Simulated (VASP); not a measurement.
A run of VASP 6.6.1:

INCAR

```
SYSTEM = Zr
ALGO = Normal
EDIFF = 1E-6
ENCUT = 500
GGA = PS
GGA_COMPAT = .False.
ISIF = 2
ISMEAR = 0
LASPH = .True.
LCHARG = .False.
LREAL = .False.
LWAVE = .False.
NBANDS = 12
NELM = 120
PREC = Accurate
SIGMA = 0.1
```

The input KPOINTS:

```
k-points
0
Gamma
  6 6 6
  0 0 0
```

Contents of POSCAR:

```
Zr
1.0
    0.0000000000      2.3485837365      2.3485837365
    2.3485837365      0.0000000000      2.3485837365
    2.3485837365      2.3485837365      0.0000000000
Zr
1
Direct
    0.0000000000      0.0000000000      0.0000000000
```

Potentials or basis: VASP PAW PBE potentials, release 64 (Zr_sv).

Launch:

```sh
$ cat potpaw_PBE.64/Zr_sv/POTCAR > POTCAR
$ mpirun -np 1 vasp_std > vasp.out
```

Hardware: 1 thread of Intel(R) Xeon(R) Platinum 8375C CPU @ 2.90GHz (Ice Lake), on a shared host.

Q: How long does it take, and how much memory?

A: Run time: 2.8 s on 1 thread of Intel(R) Xeon(R) Platinum 8375C CPU @ 2.90GHz (Ice Lake), on a shared host, peak memory 0.13 GiB. Counts: scf iterations 11, k points 16.
